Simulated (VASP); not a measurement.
# Sc (Pm-3m) in VASP: single point with LDA

Aim: the single point of Sc with LDA.

Everything below comes from runs of VASP 6.6.1. Logs are shortened: lines on timing, memory, paths and dates and some standing lists are left out, and cuts for length are marked.

### 1 The cell of the first run

Symmetry: Pm-3m, No. 221, cubic system. The conventional cell has a = 4.460 Å, b = 4.460 Å, c = 4.460 Å, α = 90.00°, β = 90.00°, γ = 90.00°. Within 5.8 Å of Sc (site symmetry m-3m) lie 6 Sc at 4.46 Å.

### 2 Single point, LDA

The input, INCAR:

```
SYSTEM = Sc
  ALGO = Normal
  EDIFF = 1E-6
  ENCUT = 520
  ISIF = 2
  ISMEAR = 1
  LASPH = .TRUE.
  LCHARG = .FALSE.
  LREAL = .FALSE.
  LWAVE = .FALSE.
  NBANDS = 12
  NELM = 100
  PREC = Accurate
  SIGMA = 0.1
```

The input, KPOINTS:

```
k-points
0
G
  5 5 5
  0 0 0
```

The input, POSCAR:

```
Sc
1.0
    4.4600000000      0.0000000000      0.0000000000
    0.0000000000      4.4600000000      0.0000000000
    0.0000000000      0.0000000000      4.4600000000
Sc
1
Direct
    0.0000000000      0.0000000000      0.0000000000
```

Potentials or basis: VASP PAW LDA potentials, release 64 (Sc_sv).

Run with:

```
cat potpaw_LDA.64/Sc_sv/POTCAR > POTCAR
mpirun -np 1 vasp_std > vasp.out
```

OUTCAR:

```text
SYSTEM = Sc
   EDIFF = 1E-6
   ENCUT = 520
   ISIF = 2
   ISMEAR = 1
   LASPH = .TRUE.
   LREAL = .FALSE.
   NELM = 100
   PREC = Accurate

 ion  position               nearest neighbor table
   1  0.000  0.000  0.000-

  LATTYP: Found a simple cubic cell.
 ALAT       =     4.4600000000

  Lattice vectors:

 A1 = (   4.4600000000,   0.0000000000,   0.0000000000)
 A2 = (   0.0000000000,   4.4600000000,   0.0000000000)
 A3 = (   0.0000000000,   0.0000000000,   4.4600000000)

Analysis of symmetry for initial positions (statically):
=====================================================================
 Subroutine PRICEL returns:
 Original cell was already a primitive cell.

 Routine SETGRP: Setting up the symmetry group for a
 simple cubic supercell.

 Subroutine GETGRP returns: Found 48 space group operations
 (whereof 48 operations were pure point group operations)
 out of a pool of 48 trial point group operations.

The static configuration has the point symmetry O_h .

Analysis of symmetry for dynamics (positions and initial velocities):
=====================================================================
 Subroutine PRICEL returns:
 Original cell was already a primitive cell.

 Routine SETGRP: Setting up the symmetry group for a
 simple cubic supercell.

 Subroutine GETGRP returns: Found 48 space group operations
 (whereof 48 operations were pure point group operations)
 out of a pool of 48 trial point group operations.

The dynamic configuration has the point symmetry O_h .

 Subroutine INISYM returns: Found 48 space group operations
 (whereof 48 operations are pure point group operations),
 and found     1 'primitive' translations

----------------------------------------------------------------------------------------

                                     Primitive cell

  volume of cell :      88.7165

  direct lattice vectors                    reciprocal lattice vectors
     4.460000000  0.000000000  0.000000000     0.224215247  0.000000000  0.000000000
     0.000000000  4.460000000  0.000000000     0.000000000  0.224215247  0.000000000
     0.000000000  0.000000000  4.460000000     0.000000000  0.000000000  0.224215247

  length of vectors
     4.460000000  4.460000000  4.460000000     0.224215247  0.224215247  0.224215247

  position of ions in fractional coordinates (direct lattice)
     0.000000000  0.000000000  0.000000000
[... 66 lines left out ...]
   NFREE  =      0    steps in history (QN), initial steepest desc. (CG)
   ISIF   =      2    stress and relaxation
   ISYM   =      2    0-nonsym 1-usesym 2-fastsym
   POTIM  = 0.5000    time-step for ionic-motion
   TEBEG  =    0.0;   TEEND  =   0.0 temperature during run
   PSTRESS=    0.0 pullay stress
   NELECT =      11.0000    total number of electrons
   NUPDOWN=      -1.0000    fix difference up-down
   EMIN   =  10.00;   EMAX   =-10.00  energy-range for DOS
   EFERMI =   0.00;   METHOD = LEGACY
   ISMEAR =     1;   SIGMA  =   0.10  broadening in eV -4-tet -1-fermi 0-gaus
   EFERMI_NEDOS =   21; number of points for ismear=-14 and -15
   IALGO  =     38    algorithm
   IMIX   =      4    mixing-type and parameters
     AMIX     =   0.40;   BMIX     =  1.00
     AMIX_MAG =   1.60;   BMIX_MAG =  1.00
  volume/ion in A,a.u.               =      88.72       598.69
  Fermi-wavevector in a.u.,A,eV,Ry     =   0.816340  1.542658  9.067063  0.666410
  Thomas-Fermi vector in A             =   1.926590
   LORBIT       =      0    0 simple, 1 ext, 2 COOP (PROOUT), +10 PAW based schemes
   GGA     = CA    functional components
   LHFCALC =     F    Hartree Fock is set to
   AEXX    =    0.0000 exact exchange contribution
   IVDW    =     0    specifies the selected vdW correction
   LEPSILON=     F    determine dielectric tensor
   LRPA    =     F    only Hartree local field effects (RPA)
 non-spin polarized calculation
 Methfessel and Paxton  Order N= 1 SIGMA  =   0.10
  energy-cutoff  :      520.00
  volume of cell :       88.72
 maximum number of plane-waves:      2408
 NGX is ok and might be reduce to    36
   NGX = 17   NGY = 17   NGZ = 17

 number of electron      10.9999998 magnetization

 Free energy of the ion-electron system (eV)
  ---------------------------------------------------
  ext. energy  EPLUGINS =         0.00000000
  ---------------------------------------------------
  free energy    TOTEN  =        -3.13387096 eV

  energy without entropy =       -3.12136436  energy(sigma->0) =       -3.12970209

 E-fermi :  -1.0610     XC(G=0):  -5.8251

 val. band max:       -1.0647108124   @ k =   0.4000   0.4000   0.2000
 cond. band min:      -1.0138213491   @ k =   0.4000   0.0000   0.0000
 fundamental gap:      0.0508894633
 Fermi energy:        -1.0610009883

 k-point     1 :       0.0000    0.0000    0.0000
  band No.  band energies     occupation
      1     -51.8162      2.00000
      2     -30.7404      2.00000
      3     -30.7404      2.00000
      4     -30.7404      2.00000
      5      -3.6668      2.00000
      6      -1.1661      2.05932
      7      -1.1661      2.05932
      8      -0.3589     -0.00000
      9      -0.3589     -0.00000
     10      -0.3589     -0.00000
     11       3.8492      0.00000
     12       3.8492      0.00000
[... 121 lines left out ...]
 k-point    10 :       0.4000    0.4000    0.4000
  band No.  band energies     occupation
      1     -51.8156      2.00000
      2     -30.7445      2.00000
      3     -30.7445      2.00000
      4     -30.7445      2.00000
      5      -1.0706      1.16111
      6      -0.9597     -0.05284
      7      -0.9597     -0.05284
      8      -0.3512     -0.00000
      9      -0.3512     -0.00000
     10      -0.0072     -0.00000
     11       1.6184      0.00000
     12       1.6184      0.00000

------------------------ aborting loop because EDIFF is reached ----------------------------------------

  FORCE on cell =-STRESS in cart. coord.  units (eV):
  Direction    XX          YY          ZZ          XY          YZ          ZX
  --------------------------------------------------------------------------------------
  -------------------------------------------------------------------------------------
  Total       -2.3663462     -2.3663462     -2.3663462     -0.0000000     -0.0000000      0.0000000
  in kB      -42.7350580    -42.7350580    -42.7350580     -0.0000000     -0.0000000      0.0000000
  external PRESSURE =     -42.7350580 kB  Pullay stress =       0.0000000 kB

 VOLUME and BASIS-vectors are now :
 -----------------------------------------------------------------------------
  energy-cutoff  :      520.00
  volume of cell :       88.72
      direct lattice vectors                 reciprocal lattice vectors
     4.460000000  0.000000000  0.000000000     0.224215247  0.000000000  0.000000000
     0.000000000  4.460000000  0.000000000     0.000000000  0.224215247  0.000000000
     0.000000000  0.000000000  4.460000000     0.000000000  0.000000000  0.224215247

 POSITION                                       TOTAL-FORCE (eV/Angst)
 -----------------------------------------------------------------------------------
      0.00000      0.00000      0.00000         0.000000      0.000000      0.000000
 -----------------------------------------------------------------------------------
    total drift:                                0.000000      0.000000     -0.000000

  FREE ENERGIE OF THE ION-ELECTRON SYSTEM (eV)
  ---------------------------------------------------
  free  energy   TOTEN  =        -3.1338709574 eV

  energy  without entropy=       -3.1213643551  energy(sigma->0) =       -3.12970209
```

stdout:

```text
POSCAR found type information on POSCAR Sc
 POSCAR found :  1 types and       1 ions
 scaLAPACK will be used
 LDA part: xc-table for (Slater(with rela. corr.)+CA(PZ))
 , standard interpolation
 POSCAR, INCAR and KPOINTS ok, starting setup
 FFT: planning ... GRIDC
 FFT: planning ... GRID_SOFT
 FFT: planning ... GRID
 WAVECAR not read
 entering main loop
```

It took 9.4 s on 1 thread of Intel Xeon 6975P-C, shared host; peak memory 0.16 GiB.

Results:

```yaml
Free_energy: -3.1339 eV
Pressure: -4.3 GPa
```
